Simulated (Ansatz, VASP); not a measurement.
## Two plane-wave programs on GaTe2O

Contents of INCAR:

```
PREC = Accurate ; ENCUT = 520
EDIFF = 1E-7 ; ISMEAR = 0
SIGMA = 0.1 ; LREAL = F
LASPH = T ; NELM = 100
ALGO = Normal ; ISIF = 2
LWAVE = F ; LCHARG = F
GGA = PE ; NBANDS = 24
```

KPOINTS

```
regular mesh
0
Gamma
  6 6 4
```

The input POSCAR:

```
GaTe2O
1.0
    4.2469063100      0.0000000000      0.0000000000
   -2.1234531500      3.6779287500      0.0000000000
    0.0000000000      0.0000000000      5.8131228000
Ga Te O
1 2 1
Direct
    0.0000000000      0.0000000000      0.5000000000
    0.3333333300      0.6666666700      0.2354696200
    0.6666666700      0.3333333300      0.7645303800
    0.0000000000      0.0000000000      0.0000000000
```

Input for Ansatz:

```yaml
crystal:
  lattice:
    - [4.24690631, 0.0, 0.0]
    - [-2.12345315, 3.67792875, 0.0]
    - [0.0, 0.0, 5.8131228]
  atoms:
    - { symbol: Ga, position: [0.0, 0.0, 0.5] }
    - { symbol: Te, position: [0.33333333, 0.66666667, 0.23546962] }
    - { symbol: Te, position: [0.66666667, 0.33333333, 0.76453038] }
    - { symbol: O, position: [0.0, 0.0, 0.0] }
basis:
  ecutwfc: 420
kpoints:
  mp_grid: { grid: [6, 6, 4] }
hamiltonian:
  xc: pbe
scf:
  occupations: { method: gaussian, width: 0.1 }
  lower_state_search: "off"
output:
  forces: true
  stress: true
  eigenvalues: true
```

Change from the starting cell: species swapped into the Sn2PdAu type (P-3m1, No. 164).

Alike in both runs: task single point; functional PBE; k mesh 6 × 6 × 4; occupations gaussian, width 0.1 eV; no spin polarisation.

|  | VASP | Ansatz |
| --- | --- | --- |
| version | VASP 6.6.1 | Ansatz 0.2.0 |
| potentials or method | VASP PAW PBE potentials, release 64 (Ga_d, Te, O), cutoff 520 eV | scalar-relativistic, plane waves, PAW |
| valence electrons in the cell | 31 | 51 |

Ansatz gave:

| Quantity | Value |
| --- | --- |
| gap on the k mesh at the Fermi level (eV) | none |
| pressure (GPa) | -3.3 |
| traceless stress, the component that is largest in VASP (GPa) | 2.60 |
| rms of the force components (eV/Å) | 0.118 |

Task: Which values does VASP return?

Result: gap on the k mesh at the Fermi level (eV): none; pressure (GPa): -3.3; traceless stress, the component that is largest in VASP (GPa): 2.60; rms of the force components (eV/Å): 0.122.

Atom by atom the forces differ by 0.004 eV/Å (rms over components). A gap of «none» marks a metal or a gap that the smearing closes. VASP's potentials hold 31 valence electrons a cell and Ansatz's 51, so a difference there can come from the potentials and not from the codes.

Neither program's run includes spin-orbit coupling.
